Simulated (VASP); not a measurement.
## Al6H: single point with PBE

Al6H, a slab with vacuum:

```
Al H
1.0
     5.71430    0.00000    0.00000
    -2.85715    4.94873    0.00000
     0.00000    0.00000   22.60164
Al H
12 2
Direct
  0.33333 0.16667 0.17698
  0.33333 0.66667 0.17698
  0.83333 0.16667 0.17698
  0.83333 0.66667 0.17698
  0.16667 0.33333 0.27878
  0.16667 0.83333 0.27878
  0.66667 0.33333 0.27878
  0.66667 0.83333 0.27878
  0.00000 0.00000 0.38058
  0.00000 0.50000 0.38058
  0.50000 0.00000 0.38058
  0.50000 0.50000 0.38058
  0.26771 0.16667 0.45712
  0.39896 0.16667 0.45712
```

| Property | Result |
| --- | --- |
| Program | VASP 6.6.1 |
| Task | single point |
| Functional | PBE |
| Potentials or basis | VASP PAW PBE potentials, release 64 (Al, H) |
| Cutoff | 520 eV |
| k mesh | 6 × 6 × 1 |
| Occupations | gaussian, width 0.1 eV |
| Spin | no spin polarisation |

```yaml
Largest_force: 1.357 eV/Å
Band_gap_on_the_k_mesh: zero (bands 19 and 20 overlap by 0.90 eV)
```

Forces on the atoms (eV/Å):
```
Al   0.000 -0.005 -0.038
Al  -0.060 -0.034 -0.100
Al   0.000  0.074 -0.095
Al   0.060 -0.034 -0.100
Al   0.021  0.021 -0.034
Al   0.000  0.024 -0.032
Al  -0.021  0.021 -0.034
Al   0.000 -0.005  0.081
Al  -0.379 -0.197 -0.410
Al   0.000 -0.011  0.126
Al   0.379 -0.197 -0.410
Al   0.000  0.333 -0.428
H   -1.139  0.005  0.737
H    1.139  0.005  0.737
```

Levels at points of the mesh, in eV from the Fermi level:
```
           k point  band 16  band 17  band 18  band 19  band 20  band 21  band 22  band 23
(0.00, 0.00, 0.00)    -2.76    -2.33    -0.67    -0.48    -0.29    -0.26    -0.23    -0.12
(0.50, 0.00, 0.00)    -0.49    -0.47    -0.23    -0.16     0.85     0.92     1.06     1.36
(0.00, 0.50, 0.00)    -0.49    -0.47    -0.23    -0.16     0.75     0.93     0.95     1.35
```

Wall time 10 min on 1 thread of Intel(R) Xeon(R) Platinum 8259CL CPU @ 2.50GHz (Skylake/Cascade Lake) (shared host), peak memory 0.72 GiB.
